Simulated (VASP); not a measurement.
Li3Br:

```
Li Br
1.0
     3.15516    0.00000    0.00000
     0.00000    4.42240    0.00000
    -0.99619    0.00000    4.83901
Li Br
3 1
Cartesian
  0.4971 3.3168 1.6130
  0.4971 1.1056 1.6130
  0.8651 0.0000 3.2260
  1.0517 0.0000 0.0000
```

* Program: VASP 6.6.1
* Task: relaxation of cell and atoms
* Functional: PBE
* Potentials or basis: VASP PAW PBE potentials, release 64 (Li_sv, Br)
* Cutoff: 600 eV
* k mesh: 6 × 4 × 4
* Occupations: gaussian, width 0.1 eV
* Spin: no spin polarisation

At the start: pressure 26.4 GPa; volume 16.88 Å³/atom.

Where does the relaxation end?

Over 22 steps the energy falls by 1034.6 meV/atom and the volume is 28.54 Å³/atom (+69.1 %); space group Pm (No. 6, to 0.05 Å).

The path:
```tsv
step	energy change (eV)	largest force (eV/Å)	pressure (GPa)	volume (Å³)
1	0.0000	4.6995	26.44	67.52
2	-3.0127	2.1428	2.19	97.37
3	-3.0129	2.1396	2.10	97.69
4	-3.4011	1.5259	0.73	104.15
5	-3.7351	0.7586	-1.08	116.84
6	-3.7511	0.6153	-1.40	119.75
7	-3.9148	0.4546	-0.10	115.86
8	-3.9270	0.4849	0.43	114.50
9	-3.9768	0.4647	0.16	115.63
10	-4.0431	0.2031	-0.39	118.84
11	-4.0436	0.2494	-0.35	118.44
12	-4.0747	0.2294	-0.05	116.58
13	-4.0899	0.3880	0.41	114.09
14	-4.1115	0.3321	0.25	114.20
15	-4.1168	0.1518	-0.24	114.18
16	-4.1259	0.2448	0.00	114.25
17	-4.1260	0.2368	-0.02	114.25
18	-4.1320	0.1675	-0.01	114.18
19	-4.1363	0.0942	0.02	114.02
20	-4.1364	0.0808	0.02	114.03
21	-4.1381	0.0417	-0.05	114.10
22	-4.1384	0.0218	-0.09	114.15
```

Final structure:
```
Li Br
1.0
     3.50813    0.00000    0.11748
     0.00000    5.35773    0.00000
    -0.81427    0.00000    6.04584
Li Br
3 1
Direct
  0.19225 0.75484 0.32395
  0.19225 0.24516 0.32395
  0.70919 0.00000 0.70184
  0.24992 0.00000 0.98358
```

Caveat: the cutoff is under 1.25 times the usual one of these potentials, so pressure, stress and relaxed cells hold a basis-set (Pulay) error; the volume moved by over 15 % at a fixed basis, so the end points are rough.
